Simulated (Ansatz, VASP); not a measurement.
Two plane-wave programs on TePb

File INCAR:

```
ALGO     = Normal         # electronic algorithm
EDIFF    = 1E-6           # SCF threshold, eV
ENCUT    = 520            # plane-wave cutoff, eV
GGA      = RP             # functional
ISIF     = 2              # what is computed and relaxed
ISMEAR   = -1             # smearing method
IVDW     = 13             # dispersion correction
LASPH    = True           # aspherical terms in the spheres
LCHARG   = True           # write CHGCAR
LELF     = True           # ELF
LREAL    = False          # projectors in reciprocal space
LVHAR    = True         
LWAVE    = False          # write WAVECAR
NBANDS   = 17             # bands
NELM     = 80             # most SCF steps
PREC     = Accurate       # precision mode
SIGMA    = 0.05           # smearing width, eV
```

File KPOINTS:

```
k-points
0
Gamma
  7 7 7
```

The input POSCAR:

```
TePb
1.0
    0.0000000000      3.1873324849      3.1873324849
    3.1873324849      0.0000000000      3.1873324849
    3.1873324849      3.1873324849      0.0000000000
Pb Te
1 1
Direct
    0.0000000000      0.0000000000      0.0000000000
    0.5000000000      0.5000000000      0.5000000000
```

File input.yaml:

```yaml
crystal:
  lattice:
    - [0.0, 3.1873324849, 3.1873324849]
    - [3.1873324849, 0.0, 3.1873324849]
    - [3.1873324849, 3.1873324849, 0.0]
  atoms:
    - { symbol: Pb, position: [0.0, 0.0, 0.0] }
    - { symbol: Te, position: [0.5, 0.5, 0.5] }
hamiltonian:
  xc: rpbe
  pseudopotentials: { kind: paw }
  dispersion: d4
kpoints:
  mp_grid: { grid: [7, 7, 7] }
scf:
  occupations: { method: fermi_dirac, width: 0.05 }
output:
  forces: true
  stress: true
  eigenvalues: true
```

Alike in both runs: task single point; functional RPBE; dispersion D4; k mesh 7 × 7 × 7; occupations fermi-dirac, width 0.05 eV; no spin polarisation.

```csv
,VASP,Ansatz
version,VASP 6.6.1,Ansatz 0.2.0
potentials or method,"VASP PAW PBE potentials, release 64 (Pb_d, Te)",Ansatz PAW
plane-wave cutoff (eV),520,420
valence electrons in the cell,20,30
```

VASP gave:

| Item | Value |
| --- | --- |
| pressure (GPa) | 1.8 |

**Question.** Which values does Ansatz return?

**Answer.** Pressure (GPa): 1.9.

VASP's potentials were made for PBE, not for RPBE. VASP's potentials hold 20 valence electrons a cell and Ansatz's 30, so a difference there can come from the potentials and not from the codes.

Spin-orbit coupling is off throughout.
